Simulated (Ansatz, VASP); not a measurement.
## Two plane-wave programs on Sc3BN2

INCAR

```
SYSTEM = Sc3BN2
  PREC = Accurate
  ENCUT = 600
  EDIFF = 1E-6
  ISMEAR = 0
  SIGMA = 0.1
  LREAL = .FALSE.
  LASPH = .TRUE.
  NELM = 80
  ALGO = Normal
  ISIF = 3
  LWAVE = .FALSE.
  LCHARG = .FALSE.
  GGA = PE
  IBRION = 2
  NSW = 90
  EDIFFG = -0.04
```

Contents of KPOINTS:

```
regular mesh
0
G
  6 6 4
  0 0 0
```

POSCAR

```
Sc3BN2
1.0
    4.9330530500      0.0000000000      0.0000000000
   -2.4665265300      4.2721492600      0.0000000000
    0.0000000000      0.0000000000      4.1279423100
Sc B N
3 1 2
Direct
    0.5000000000      0.0000000000      0.0000000000
    0.0000000000      0.5000000000      0.0000000000
    0.5000000000      0.5000000000      0.0000000000
    0.0000000000      0.0000000000      0.0000000000
    0.0000000000      0.0000000000      0.3390704000
    0.0000000000      0.0000000000      0.6609296000
```

Input for Ansatz:

```yaml
crystal:
  lattice:
    - [4.93305305, 0.0, 0.0]
    - [-2.46652653, 4.27214926, 0.0]
    - [0.0, 0.0, 4.12794231]
  atoms:
    - { symbol: Sc, position: [0.5, 0.0, 0.0] }
    - { symbol: Sc, position: [0.0, 0.5, 0.0] }
    - { symbol: Sc, position: [0.5, 0.5, 0.0] }
    - { symbol: B, position: [0.0, 0.0, 0.0] }
    - { symbol: "N", position: [0.0, 0.0, 0.3390704] }
    - { symbol: "N", position: [0.0, 0.0, 0.6609296] }
basis:
  ecutwfc: 420
kpoints:
  mp_grid: { grid: [6, 6, 4] }
hamiltonian:
  xc: pbe
scf:
  occupations: { method: gaussian, width: 0.1 }
  lower_state_search: "off"
output:
  forces: true
  stress: true
  eigenvalues: true
relax:
  adjacent_minimum: "off"
  f_tol: 0.04
  max_steps: 70
  cell: { stress_tol: 0.4 }
```

Alike in both runs: task relaxation of cell and atoms; functional PBE; k mesh 6 × 6 × 4; occupations gaussian, width 0.1 eV; no spin polarisation.

|  | VASP | Ansatz |
| --- | --- | --- |
| version | VASP 6.6.1 | Ansatz 0.2.0 |
| potentials or method | VASP PAW PBE potentials, release 64 (Sc_sv, B, N), cutoff 600 eV | scalar-relativistic, plane waves, PAW |
| valence electrons in the cell | 46 | 46 |

```csv
,VASP,Ansatz,Ansatz less VASP
"gap on the k mesh at the Fermi level, each at its own relaxed structure (eV)",none,none,-
relaxed volume (Å³/atom),19.19,19.31,+0.124
relaxed length of the cell vector where the two differ most in proportion (Å),5.848,5.865,+0.0170
```

A gap of «none» marks a metal or a gap that the smearing closes.

The k mesh is coarse, so the values compare programs but aren't converged. Noted on VASP's run: the volume moved by over 15 % at a fixed basis, so the end points are rough.
